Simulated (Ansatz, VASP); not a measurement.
**Two plane-wave programs on CoW3**

The input INCAR:

```
PREC = Accurate
ENCUT = 520
EDIFF = 1E-7
ISMEAR = 0
SIGMA = 0.1
LREAL = False
LASPH = True
NELM = 150
ALGO = Fast
ISIF = 2
LWAVE = False
LCHARG = True
ISPIN = 2
MAGMOM = 0 0 0 2
LORBIT = 11
LMAXMIX = 4
GGA = PS
LELF = True
LVHAR = True
NBANDS = 38
```

File KPOINTS:

```
Automatic mesh
0
Gamma
  6 6 6
```

The input POSCAR:

```
CoW3
1.0
    0.0000000000      3.0767554381      3.0767554381
    3.0767554381      0.0000000000      3.0767554381
    3.0767554381      3.0767554381      0.0000000000
W Co
3 1
Direct
    0.2500000000      0.2500000000      0.2500000000
    0.7500000000      0.7500000000      0.7500000000
    0.5000000000      0.5000000000      0.5000000000
    0.0000000000      0.0000000000      0.0000000000
```

Input for Ansatz:

```yaml
crystal:
  lattice:
    - [0.0, 3.0767554381, 3.0767554381]
    - [3.0767554381, 0.0, 3.0767554381]
    - [3.0767554381, 3.0767554381, 0.0]
  atoms:
    - { symbol: W, position: [0.25, 0.25, 0.25] }
    - { symbol: W, position: [0.75, 0.75, 0.75] }
    - { symbol: W, position: [0.5, 0.5, 0.5] }
    - { symbol: Co, position: [0.0, 0.0, 0.0], spin: 2.0 }
basis:
  ecutwfc: 420
kpoints:
  mp_grid: { grid: [6, 6, 6] }
hamiltonian:
  xc: pbesol
scf:
  occupations: { method: gaussian, width: 0.1 }
  lower_state_search: "off"
output:
  forces: true
  stress: true
  eigenvalues: true
  populations: true
magnetization:
  spin_polarized: true
```

Alike in both runs: task single point; functional PBEsol; k mesh 6 × 6 × 6; occupations gaussian, width 0.1 eV; collinear spin.

```csv
,VASP,Ansatz
version,VASP 6.6.1,Ansatz 0.2.0
potentials or method,"VASP PAW PBE potentials, release 64 (W_sv, Co), cutoff 520 eV","scalar-relativistic, plane waves, PAW"
valence electrons in the cell,51,59
```

|  | VASP | Ansatz | Ansatz less VASP |
| --- | --- | --- | --- |
| gap on the k mesh at the Fermi level (eV) | none | none | - |
| pressure (GPa) | -0.5 | -1.0 | -0.45 |
| net moment per atom (μB) | 0.40 | 0.41 | +0.010 |
| size of the moment on the site where the two differ most (μB) | 1.20 | 1.24 | +0.048 |

VASP's potentials were made for PBE, not for PBEsol. Site moments also hang on the region over which each program counts them. A gap of «none» marks a metal or a gap that the smearing closes. With one functional, cell and mesh, what is left measures potentials, basis and numerics. VASP's potentials hold 51 valence electrons a cell and Ansatz's 59, so a difference there can come from the potentials and not from the codes.

Spin-orbit coupling is off throughout.
